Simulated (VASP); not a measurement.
# Pt3Pb (Pm-3m) in VASP: notebook, part 2 of 2

VASP 6.6.1. Earlier steps stand in the parts before.

## (3) Relaxation of cell and atoms, LDA, target pressure 5 GPa, at which the enthalpy is minimised

Contents of INCAR:

```
SYSTEM = Pt3Pb
PREC = Accurate
ENCUT = 600
EDIFF = 1E-6
ISMEAR = -1
SIGMA = 0.1
LREAL = .FALSE.
LASPH = .TRUE.
NELM = 100
ALGO = Normal
ISIF = 3
LWAVE = .FALSE.
LCHARG = .FALSE.
GGA = CA
IBRION = 2
NSW = 60
EDIFFG = -0.01
PSTRESS = 50.0
```

Contents of KPOINTS:

```
regular mesh
0
G
  6 6 6
  0 0 0
```

Contents of POSCAR:

```
Pt3Pb
1.0
    4.0580000000      0.0000000000      0.0000000000
    0.0000000000      4.0580000000      0.0000000000
    0.0000000000      0.0000000000      4.0580000000
Pt Pb
3 1
Direct
    0.0000000000      0.5000000000      0.5000000000
    0.5000000000      0.0000000000      0.5000000000
    0.5000000000      0.5000000000      0.0000000000
    0.0000000000      0.0000000000      0.0000000000
```

Potentials or basis: VASP PAW LDA potentials, release 64 (Pt, Pb_d).

Run with:

```console
$ cat potpaw_LDA.64/Pt/POTCAR potpaw_LDA.64/Pb_d/POTCAR > POTCAR
$ mpirun -np 1 vasp_std > vasp.out
```

OUTCAR:

```text
SYSTEM = Pt3Pb
   PREC = Accurate
   ENCUT = 600
   EDIFF = 1E-6
   ISMEAR = -1
   LREAL = .FALSE.
   LASPH = .TRUE.
   NELM = 100
   ISIF = 3
   GGA = CA
   IBRION = 2
   NSW = 60
   EDIFFG = -0.01
   PSTRESS = 50.0

 ion  position               nearest neighbor table
   1  0.000  0.500  0.500-   2 2.87   3 2.87   4 2.87   3 2.87   4 2.87   2 2.87   4 2.87   4 2.87
                             2 2.87   3 2.87   3 2.87   2 2.87
   2  0.500  0.000  0.500-   1 2.87   3 2.87   4 2.87   3 2.87   4 2.87   1 2.87   3 2.87   3 2.87
                             1 2.87   4 2.87   4 2.87   1 2.87
   3  0.500  0.500  0.000-   1 2.87   2 2.87   4 2.87   1 2.87   2 2.87   2 2.87   4 2.87   2 2.87
                             1 2.87   4 2.87   1 2.87   4 2.87
   4  0.000  0.000  0.000-   1 2.87   2 2.87   3 2.87   1 2.87   2 2.87   1 2.87   3 2.87   1 2.87
                             2 2.87   3 2.87   2 2.87   3 2.87

  LATTYP: Found a simple cubic cell.
 ALAT       =     4.0580000000

  Lattice vectors:

 A1 = (   4.0580000000,   0.0000000000,   0.0000000000)
 A2 = (   0.0000000000,   4.0580000000,   0.0000000000)
 A3 = (   0.0000000000,   0.0000000000,   4.0580000000)

Analysis of symmetry for initial positions (statically):
=====================================================================
 Subroutine PRICEL returns:
 Original cell was already a primitive cell.

 Routine SETGRP: Setting up the symmetry group for a
 simple cubic supercell.

 Subroutine GETGRP returns: Found 48 space group operations
 (whereof 48 operations were pure point group operations)
 out of a pool of 48 trial point group operations.

The static configuration has the point symmetry O_h .

Analysis of symmetry for dynamics (positions and initial velocities):
=====================================================================
 Subroutine PRICEL returns:
 Original cell was already a primitive cell.

 Routine SETGRP: Setting up the symmetry group for a
 simple cubic supercell.

[... 108 lines left out ...]
   NFREE  =      1    steps in history (QN), initial steepest desc. (CG)
   ISIF   =      3    stress and relaxation
   ISYM   =      2    0-nonsym 1-usesym 2-fastsym
   POTIM  = 0.5000    time-step for ionic-motion
   TEBEG  =    0.0;   TEEND  =   0.0 temperature during run
   PSTRESS=   50.0 pullay stress
   NELECT =      44.0000    total number of electrons
   NUPDOWN=      -1.0000    fix difference up-down
   EMIN   =  10.00;   EMAX   =-10.00  energy-range for DOS
   EFERMI =   0.00;   METHOD = LEGACY
   ISMEAR =    -1;   SIGMA  =   0.10  broadening in eV -4-tet -1-fermi 0-gaus
   EFERMI_NEDOS =   21; number of points for ismear=-14 and -15
   IALGO  =     38    algorithm
   IMIX   =      4    mixing-type and parameters
     AMIX     =   0.40;   BMIX     =  1.00
     AMIX_MAG =   1.60;   BMIX_MAG =  1.00
  volume/ion in A,a.u.               =      16.71       112.74
  Fermi-wavevector in a.u.,A,eV,Ry     =   1.424231  2.691406 27.598508  2.028433
  Thomas-Fermi vector in A             =   2.544744
   LORBIT       =      0    0 simple, 1 ext, 2 COOP (PROOUT), +10 PAW based schemes
   GGA     = CA    functional components
   LHFCALC =     F    Hartree Fock is set to
   AEXX    =    0.0000 exact exchange contribution
   IVDW    =     0    specifies the selected vdW correction
   LEPSILON=     F    determine dielectric tensor
   LRPA    =     F    only Hartree local field effects (RPA)
 conjugate gradient relaxation of ions
 non-spin polarized calculation
  energy-cutoff  :      600.00
  volume of cell :       66.82
 maximum number of plane-waves:      2272
   NGX = 17   NGY = 17   NGZ = 17

--------------------------------------- Ionic step        1  -------------------------------------------

 number of electron      44.0000003 magnetization

 Free energy of the ion-electron system (eV)
  ---------------------------------------------------
  ext. energy  EPLUGINS =         0.00000000
  ---------------------------------------------------
  free energy    TOTEN  =       -27.14699433 eV

  energy without entropy =      -27.11367618  energy(sigma->0) =      -27.13033525

------------------------ aborting loop because EDIFF is reached ----------------------------------------

  FORCE on cell =-STRESS in cart. coord.  units (eV):
  Direction    XX          YY          ZZ          XY          YZ          ZX
  --------------------------------------------------------------------------------------
  -------------------------------------------------------------------------------------
  Total       -0.8656990     -0.8656990     -0.8656990      0.0000000      0.0000000      0.0000000
  in kB      -20.7558914    -20.7558914    -20.7558914      0.0000000      0.0000000      0.0000000
  external PRESSURE =     -70.7558914 kB  Pullay stress =      50.0000000 kB
[... 107 lines left out ...]
--------------------------------------- Ionic step        4  -------------------------------------------

 number of electron      44.0000017 magnetization

 Free energy of the ion-electron system (eV)
  ---------------------------------------------------
  ext. energy  EPLUGINS =         0.00000000
  ---------------------------------------------------
  free energy    TOTEN  =       -27.12996735 eV

  energy without entropy =      -27.09792984  energy(sigma->0) =      -27.11394860

 E-fermi :  11.8503     XC(G=0): -13.3945

 val. band max:       11.7906271295   @ k =   0.5000   0.5000   0.3333
 cond. band min:      11.8524120761   @ k =   0.5000   0.5000   0.5000
 fundamental gap:      0.0617849466
 Fermi energy:        11.8503026279

 k-point     1 :       0.0000    0.0000    0.0000
  band No.  band energies     occupation
      1      -5.6828      2.00000
      2      -5.6828      2.00000
      3      -5.6208      2.00000
      4      -5.6208      2.00000
      5      -5.6208      2.00000
      6      -1.0184      2.00000
[... 604 lines left out ...]
  energy  without entropy=      -27.0979298384  energy(sigma->0) =      -27.11394860

  enthalpy is  TOTEN    =       -25.1081792184 eV   P V=        2.0217881343

 reached required accuracy - stopping structural energy minimisation
```

OSZICAR:

```text
N       E                     dE             d eps       ncg     rms          rms(c)
DAV:   1     0.452428061794E+03    0.45243E+03   -0.24074E+04  1040   0.214E+03
DAV:   2     0.123503784450E+02   -0.44008E+03   -0.42869E+03  1128   0.503E+02
DAV:   3    -0.262668387751E+02   -0.38617E+02   -0.36312E+02  1240   0.141E+02
[... 31 lines left out ...]
       N       E                     dE             d eps       ncg     rms          rms(c)
DAV:   1    -0.271302514452E+02    0.13112E-02   -0.74997E-03  1332   0.105E+00    0.109E-01
DAV:   2    -0.271299889584E+02    0.26249E-03   -0.75749E-04  1140   0.272E-01    0.375E-02
DAV:   3    -0.271299682406E+02    0.20718E-04   -0.72342E-05  1404   0.117E-01    0.161E-02
DAV:   4    -0.271299673528E+02    0.88783E-06   -0.70019E-06  1084   0.365E-02
   4 F= -.25108179E+02 E0= -.25092160E+02  d E =-.466146E-01
```

CONTCAR:

```text
Pt3Pb
   1.00000000000000
     4.0162931742054147    0.0000000000000000    0.0000000000000000
     0.0000000000000000    4.0162931742054147    0.0000000000000000
     0.0000000000000000    0.0000000000000000    4.0162931742054147
  Pt              Pb
     3     1
Direct
     0.0000000000000000    0.5000000000000000    0.5000000000000000
     0.5000000000000000    0.0000000000000000    0.5000000000000000
     0.5000000000000000    0.5000000000000000    0.0000000000000000
     0.0000000000000000    0.0000000000000000    0.0000000000000000

  0.00000000E+00  0.00000000E+00  0.00000000E+00
  0.00000000E+00  0.00000000E+00  0.00000000E+00
  0.00000000E+00  0.00000000E+00  0.00000000E+00
  0.00000000E+00  0.00000000E+00  0.00000000E+00
```

Wall time 80 s (1 thread of AMD EPYC 7R43 (Zen 3), shared host); peak memory 0.15 GiB.

Results:

| Quantity | Value |
| --- | --- |
| Free energy | -27.1300 eV |
| Relaxed volume | 16.20 Å³/atom |
| Relaxed cell | a = 4.016 Å, b = 4.016 Å, c = 4.016 Å, α = 90.00°, β = 90.00°, γ = 90.00° |
| Space group after relaxing (to 0.1 Å) | Pm-3m (No. 221) |
| Energy change on relaxing (the run minimises the enthalpy) | +4.3 meV/atom |
| Ionic steps | 4 |
| Pressure after relaxing | 5.0 GPa |
| Band gap on the k mesh | zero (bands 22 and 23 overlap by 0.45 eV) |

The path:
```tsv
step	energy change (eV)	largest force (eV/Å)	pressure (GPa)	volume (Å³)
1	0.0000	0.0000	-2.08	66.82
2	0.4960	0.0000	28.53	59.94
3	0.0154	0.0000	4.77	64.84
4	0.0170	0.0000	4.97	64.79
```

Final structure:
```
CELL_PARAMETERS angstrom
4.01629 0.00000 0.00000
0.00000 4.01629 0.00000
0.00000 0.00000 4.01629
ATOMIC_POSITIONS crystal
Pt 0.00000 0.50000 0.50000
Pt 0.50000 0.00000 0.50000
Pt 0.50000 0.50000 0.00000
Pb 0.00000 0.00000 0.00000
```

Levels at points of the mesh, in eV from the Fermi level:
```csv
k point,band 20,band 21,band 22,band 23,band 24,band 25
"(0.00, 0.00, 0.00)",-1.21,-0.50,0.04,0.04,0.04,1.71
"(0.50, 0.00, 0.00)",-2.48,-1.21,0.04,1.14,4.10,4.10
"(0.50, 0.50, 0.00)",-2.21,-2.00,-1.64,0.84,0.84,4.84
"(0.50, 0.50, 0.50)",-2.06,-0.89,-0.41,-0.41,-0.41,0.00
```

Caveat: the cell is relaxed towards a set pressure, so the run minimises the enthalpy, not the energy; spin-orbit coupling is left out, which moves the levels of the heavy elements. Zero-point motion and thermal expansion aren't in these numbers.

The gap in the log of VASP goes by the Fermi energy; the results here count the filled bands.